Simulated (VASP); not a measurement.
C: single point with PBEsol

Crystal: C.

```
CELL_PARAMETERS angstrom
2.12732 -1.22828 0.00000
2.12732 1.22828 0.00000
-1.37907 0.00000 3.50283
ATOMIC_POSITIONS crystal
C 0.83336 0.83336 0.00009
C 0.16664 0.16664 0.99991
```

```yaml
Program: VASP 6.6.1
Task: single point
Functional: PBEsol
Potentials_or_basis: VASP PAW PBE potentials, release 64 (C)
Cutoff: 520 eV
k_mesh: 16 × 16 × 10
Occupations: fermi-dirac, width 0.15 eV
Spin: no spin polarisation
```

```json
{
  "Pressure": "1.5 GPa",
  "Largest force": "0.004 eV/Å"
}
```

Forces in eV/Å, atoms in the order of the input:
```
C    0.003  0.000 -0.003
C   -0.003  0.000  0.003
```

Stress tensor (GPa, compression positive):
```
 2.16  0.00 -0.03
 0.00  2.09  0.00
-0.03  0.00  0.39
```

It took 55 s on 1 thread of AMD EPYC 9R45 (Zen 5) (shared host), peak memory 0.17 GiB.

Caveat: this functional lacks dispersion, which binds the layers, so the pressure and a relaxed spacing across them are unreliable; the PAW data sets were made with another functional, which shifts forces and pressure a little.
